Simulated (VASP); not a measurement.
# LaB3H (Pmmm) in VASP: single point with PBE

Aim: the single point of LaB3H with PBE.

Everything below comes from runs of VASP 6.6.1. Logs are shortened: lines on timing, memory, paths and dates and some standing lists are left out, and cuts for length are marked.

### 1 The cell of the first run

The structure is orthorhombic, space group Pmmm (No. 47). The conventional cell has a = 2.676 Å, b = 3.415 Å, c = 4.322 Å, α = 90.00°, β = 90.00°, γ = 90.00°. Within 2.3 Å of La (site symmetry mmm) lie 2 H at 1.71 Å and 4 B at 2.17 Å. Within 2.1 Å of B (site symmetry m2m) lie 2 B at 1.54 to 1.87 Å. Within 1.8 Å of B (site symmetry mmm) lie 2 H at 1.34 Å. Within 1.8 Å of H (site symmetry mmm) lie 2 B at 1.34 Å and 2 La at 1.71 Å.

### 2 Single point, PBE

INCAR reads:

```
SYSTEM = LaB3H
PREC = Accurate ; ENCUT = 520
EDIFF = 1E-7 ; ISMEAR = 0
SIGMA = 0.1 ; LREAL = .FALSE.
LASPH = .TRUE. ; NELM = 60
ALGO = Normal ; ISIF = 2
LWAVE = .FALSE. ; LCHARG = .FALSE.
GGA = PE ; NBANDS = 18
```

KPOINTS reads:

```
Automatic mesh
0
G
  6 6 4
  0 0 0
```

POSCAR reads:

```
LaB3H
1.0
    2.6763751700      0.0000000000      0.0000000000
    0.0000000000      3.4154972400      0.0000000000
    0.0000000000      0.0000000000      4.3220353700
La B H
1 3 1
Direct
    0.0000000000      0.5000000000      0.0000000000
    0.5000000000      0.2743834800      0.5000000000
    0.5000000000      0.7256165200      0.5000000000
    0.5000000000      0.0000000000      0.0000000000
    0.0000000000      0.0000000000      0.0000000000
```

Potentials or basis: VASP PAW PBE potentials, release 64 (La, B, H).

On the command line:

```bash
> cat potpaw_PBE.64/La/POTCAR potpaw_PBE.64/B/POTCAR potpaw_PBE.64/H/POTCAR > POTCAR
> mpirun -np 1 vasp_std > vasp.out
```

OUTCAR:

```text
SYSTEM = LaB3H
   PREC = Accurate
   ENCUT = 520
   EDIFF = 1E-7
   ISMEAR = 0
   LREAL = .FALSE.
   LASPH = .TRUE.
   NELM = 60
   ISIF = 2
   GGA = PE

 ion  position               nearest neighbor table
   1  0.000  0.500  0.000-   5 1.71   5 1.71   4 2.17   4 2.17   4 2.17   4 2.17   2 2.66   3 2.66
                             2 2.66   3 2.66   2 2.66   2 2.66   3 2.66   3 2.66
   2  0.500  0.274  0.500-   3 1.54   3 1.87   1 2.66   1 2.66   1 2.66   1 2.66
   3  0.500  0.726  0.500-   2 1.54   2 1.87   1 2.66   1 2.66   1 2.66   1 2.66
   4  0.500  0.000  0.000-   5 1.34   5 1.34   1 2.17   1 2.17   1 2.17   1 2.17
   5  0.000  0.000  0.000-   4 1.34   4 1.34   1 1.71   1 1.71

  LATTYP: Found a simple orthorhombic cell.
 ALAT       =     2.6763751700
 B/A-ratio  =     1.2761653442
 C/A-ratio  =     1.6148839738

  Lattice vectors:

 A1 = (   2.6763751700,   0.0000000000,   0.0000000000)
 A2 = (   0.0000000000,   3.4154972400,   0.0000000000)
 A3 = (   0.0000000000,   0.0000000000,   4.3220353700)

Analysis of symmetry for initial positions (statically):
=====================================================================
 Subroutine PRICEL returns:
 Original cell was already a primitive cell.

 Routine SETGRP: Setting up the symmetry group for a
 simple orthorhombic supercell.

 Subroutine GETGRP returns: Found  8 space group operations
 (whereof  8 operations were pure point group operations)
 out of a pool of  8 trial point group operations.

The static configuration has the point symmetry D_2h.

Analysis of symmetry for dynamics (positions and initial velocities):
=====================================================================
 Subroutine PRICEL returns:
 Original cell was already a primitive cell.

 Routine SETGRP: Setting up the symmetry group for a
 simple orthorhombic supercell.

 Subroutine GETGRP returns: Found  8 space group operations
 (whereof  8 operations were pure point group operations)
 out of a pool of  8 trial point group operations.

The dynamic configuration has the point symmetry D_2h.

 Subroutine INISYM returns: Found  8 space group operations
 (whereof  8 operations are pure point group operations),
 and found     1 'primitive' translations

----------------------------------------------------------------------------------------

                                     Primitive cell

  volume of cell :      39.5084

  direct lattice vectors                    reciprocal lattice vectors
     2.676375170  0.000000000  0.000000000     0.373639694  0.000000000  0.000000000
     0.000000000  3.415497240  0.000000000     0.000000000  0.292783138  0.000000000
     0.000000000  0.000000000  4.322035370     0.000000000  0.000000000  0.231372470

  length of vectors
     2.676375170  3.415497240  4.322035370     0.373639694  0.292783138  0.231372470

  position of ions in fractional coordinates (direct lattice)
     0.000000000  0.500000000  0.000000000
     0.500000000  0.274383480  0.500000000
     0.500000000  0.725616520  0.500000000
     0.500000000  0.000000000  0.000000000
     0.000000000  0.000000000  0.000000000

  ion indices of the primitive-cell ions
   primitive index   ion index
                 1           1
                 2           2
                 3           3
                 4           4
                 5           5

----------------------------------------------------------------------------------------

 KPOINTS: Automatic mesh

Automatic generation of k-mesh.
 Grid dimensions read from file:
 generate k-points for:    6    6    4

 Generating k-lattice:

  Cartesian coordinates                     Fractional coordinates (reciprocal lattice)
     0.062273282  0.000000000  0.000000000     0.166666667  0.000000000  0.000000000
     0.000000000  0.048797190  0.000000000     0.000000000  0.166666667  0.000000000
     0.000000000  0.000000000  0.057843118     0.000000000  0.000000000  0.250000000

  Length of vectors
     0.062273282  0.048797190  0.057843118

  Shift w.r.t. Gamma in fractional coordinates (k-lattice)
     0.000000000  0.000000000  0.000000000

 Subroutine IBZKPT returns following result:
 ===========================================

 Found     48 irreducible k-points:

 Following reciprocal coordinates:
            Coordinates               Weight
  0.000000  0.000000  0.000000      1.000000
  0.166667  0.000000  0.000000      2.000000
  0.333333  0.000000  0.000000      2.000000
  0.500000  0.000000  0.000000      1.000000
  0.000000  0.166667  0.000000      2.000000
  0.166667  0.166667  0.000000      4.000000
[... 16 lines left out ...]
  0.333333  0.166667  0.250000      8.000000
  0.500000  0.166667  0.250000      4.000000
 [... further k-points ...]
   k-points           NKPTS =     48   k-points in BZ     NKDIM =     48   number of bands    NBANDS=     18
   number of dos      NEDOS =    301   number of ions     NIONS =      5
   total plane-waves  NPLWV =  17920
   dimension x,y,z NGX =    20 NGY =   28 NGZ =   32
   dimension x,y,z NGXF=    40 NGYF=   56 NGZF=   64
   ions per type =               1   3   1
   NGX,Y,Z   is equivalent  to a cutoff of  12.42, 13.63, 12.31 a.u.
   NGXF,Y,Z  is equivalent  to a cutoff of  24.85, 27.26, 24.62 a.u.
 SYSTEM =  LaB3H
   PREC   = accura    normal or accurate (medium, high low for compatibility)
   ISTART =      0    job   : 0-new  1-cont  2-samecut
   ICHARG =      2    charge: 1-file 2-atom 10-const
   ISPIN  =      1    spin polarized calculation?
   LNONCOLLINEAR =      F non collinear calculations
   LSORBIT =      F    spin-orbit coupling
   LASPH  =      T    aspherical Exc in radial PAW
   ENCUT  =  520.0 eV  38.22 Ry    6.18 a.u.   4.98  6.35  8.04*2*pi/ulx,y,z
   NELM   =     60;   NELMIN=  2; NELMDL= -5     # of ELM steps
   EDIFF  = 0.1E-06   stopping-criterion for ELM
   LREAL  =      F    real-space projection
   EDIFFG = 0.1E-05   stopping-criterion for IOM
   NSW    =      0    number of steps for IOM
   IBRION =     -1    ionic relax: 0-MD 1-quasi-New 2-CG
   NFREE  =      0    steps in history (QN), initial steepest desc. (CG)
   ISIF   =      2    stress and relaxation
   ISYM   =      2    0-nonsym 1-usesym 2-fastsym
   POTIM  = 0.5000    time-step for ionic-motion
   TEBEG  =    0.0;   TEEND  =   0.0 temperature during run
   PSTRESS=    0.0 pullay stress
   NELECT =      21.0000    total number of electrons
   NUPDOWN=      -1.0000    fix difference up-down
   EMIN   =  10.00;   EMAX   =-10.00  energy-range for DOS
   EFERMI =   0.00;   METHOD = LEGACY
   ISMEAR =     0;   SIGMA  =   0.10  broadening in eV -4-tet -1-fermi 0-gaus
   EFERMI_NEDOS =   21; number of points for ismear=-14 and -15
   IALGO  =     38    algorithm
   IMIX   =      4    mixing-type and parameters
     AMIX     =   0.40;   BMIX     =  1.00
     AMIX_MAG =   1.60;   BMIX_MAG =  1.00
  volume/ion in A,a.u.               =       7.90        53.32
  Fermi-wavevector in a.u.,A,eV,Ry     =   1.326126  2.506015 23.927350  1.758611
  Thomas-Fermi vector in A             =   2.455536
   LORBIT       =      0    0 simple, 1 ext, 2 COOP (PROOUT), +10 PAW based schemes
   GGA     = PE    functional components
   LHFCALC =     F    Hartree Fock is set to
   AEXX    =    0.0000 exact exchange contribution
   IVDW    =     0    specifies the selected vdW correction
   LEPSILON=     F    determine dielectric tensor
   LRPA    =     F    only Hartree local field effects (RPA)
 non-spin polarized calculation
 Gauss-broadening in eV      SIGMA  =   0.10
  energy-cutoff  :      520.00
  volume of cell :       39.51
 maximum number of plane-waves:      1088
 NGX is ok and might be reduce to    20
   NGX =  9   NGY = 13   NGZ = 17

 number of electron      20.9999997 magnetization

 Free energy of the ion-electron system (eV)
  ---------------------------------------------------
  ext. energy  EPLUGINS =         0.00000000
  ---------------------------------------------------
  free energy    TOTEN  =       -17.32644610 eV

  energy without entropy =      -17.31749140  energy(sigma->0) =      -17.32196875

 E-fermi :  11.5210     XC(G=0): -12.5246

 val. band max:       11.5103254395   @ k =   0.1667   0.1667   0.0000
 cond. band min:      11.5332709188   @ k =   0.3333   0.1667   0.5000
 fundamental gap:      0.0229454792
 Fermi energy:        11.5210339834

 k-point     1 :       0.0000    0.0000    0.0000
  band No.  band energies     occupation
      1     -20.8392      2.00000
      2      -5.2879      2.00000
      3      -4.8655      2.00000
      4      -0.5422      2.00000
      5      -0.4407      2.00000
      6       0.5407      2.00000
[... 10 lines left out ...]
     17      17.0967      0.00000
     18      17.6089      0.00000

 k-point     2 :       0.1667    0.0000    0.0000
  band No.  band energies     occupation
      1     -20.4722      2.00000
      2      -4.8634      2.00000
      3      -4.4522      2.00000
      4      -3.3000      2.00000
      5      -0.0012      2.00000
      6       0.9925      2.00000
[... 10 lines left out ...]
     17      17.0906      0.00000
     18      17.3871      0.00000

 k-point     3 :       0.3333    0.0000    0.0000
  band No.  band energies     occupation
      1     -19.5852      2.00000
      2      -6.9432      2.00000
      3      -3.8196      2.00000
      4      -3.4253      2.00000
      5       0.8059      2.00000
      6       2.1053      2.00000
[... 10 lines left out ...]
     17      17.1939      0.00000
     18      17.3865      0.00000

 k-point     4 :       0.5000    0.0000    0.0000
  band No.  band energies     occupation
      1     -19.0205      2.00000
      2      -8.5348      2.00000
      3      -3.1300      2.00000
      4      -2.7323      2.00000
      5       1.3013      2.00000
      6       3.3845      2.00000
[... 375 lines left out ...]
      4      -3.0952      2.00000
      5       2.0147      2.00000
      6       2.7330      2.00000
[... 10 lines left out ...]
     17      16.6453      0.00000
     18      17.1463      0.00000

 k-point    23 :       0.3333    0.1667    0.2500
  band No.  band energies     occupation
      1     -19.4497      2.00000
      2      -6.7982      2.00000
      3      -5.5135      2.00000
      4      -3.7797      2.00000
      5       2.4834      2.00000
      6       3.3808      2.00000
[... 10 lines left out ...]
     17      16.7680      0.00000
     18      17.3164      0.00000

 k-point    24 :       0.5000    0.1667    0.2500
  band No.  band energies     occupation
      1     -18.8784      2.00000
      2      -8.4026      2.00000
      3      -4.9492      2.00000
      4      -2.9864      2.00000
      5       2.1356      2.00000
      6       3.8951      2.00000
[... 10 lines left out ...]
     17      17.2954      0.00000
     18      17.5202      0.00000

 [... further k-points ...]
[... 5 lines left out ...]
  --------------------------------------------------------------------------------------
  -------------------------------------------------------------------------------------
  Total       25.3139176     39.6288834      8.4761488      0.0000000      0.0000000      0.0000000
  in kB     1026.5513940   1607.0639922    343.7319545      0.0000000      0.0000000      0.0000000
  external PRESSURE =     992.4491136 kB  Pullay stress =       0.0000000 kB

 VOLUME and BASIS-vectors are now :
 -----------------------------------------------------------------------------
  energy-cutoff  :      520.00
  volume of cell :       39.51
      direct lattice vectors                 reciprocal lattice vectors
     2.676375170  0.000000000  0.000000000     0.373639694  0.000000000  0.000000000
     0.000000000  3.415497240  0.000000000     0.000000000  0.292783138  0.000000000
     0.000000000  0.000000000  4.322035370     0.000000000  0.000000000  0.231372470

 POSITION                                       TOTAL-FORCE (eV/Angst)
 -----------------------------------------------------------------------------------
      0.00000      1.70775      0.00000         0.000000      0.000000      0.000000
      1.33819      0.93716      2.16102        -0.000000     -4.026993     -0.000000
      1.33819      2.47834      2.16102         0.000000      4.026993      0.000000
      1.33819      0.00000      0.00000         0.000000      0.000000      0.000000
      0.00000      0.00000      0.00000         0.000000      0.000000      0.000000
 -----------------------------------------------------------------------------------
    total drift:                                0.000000      0.000000     -0.000000

  FREE ENERGIE OF THE ION-ELECTRON SYSTEM (eV)
  ---------------------------------------------------
  free  energy   TOTEN  =       -17.3264461009 eV

  energy  without entropy=      -17.3174913964  energy(sigma->0) =      -17.32196875
```

It took 80 s on 1 thread of Intel Xeon 6975P-C, shared host; peak memory 0.18 GiB.

What came out:

```
Free energy   : -17.3264 eV
Pressure      : 99.2 GPa
Largest force : 4.027 eV/Å
```

Forces on the atoms (eV/Å):
```
La   0.000  0.000  0.000
B    0.000 -4.027  0.000
B    0.000  4.027  0.000
B    0.000  0.000  0.000
H    0.000  0.000  0.000
```

Stress tensor (GPa, compression positive):
```
102.66   0.00   0.00
  0.00 160.71   0.00
  0.00   0.00  34.37
```

Caveat: the k points lie up to 0.39 Å⁻¹ apart; spin-orbit coupling is left out, which moves the levels of the heavy elements; forces of over 1 eV/Å act on the atoms, so gaps and moduli don't describe the material at rest.
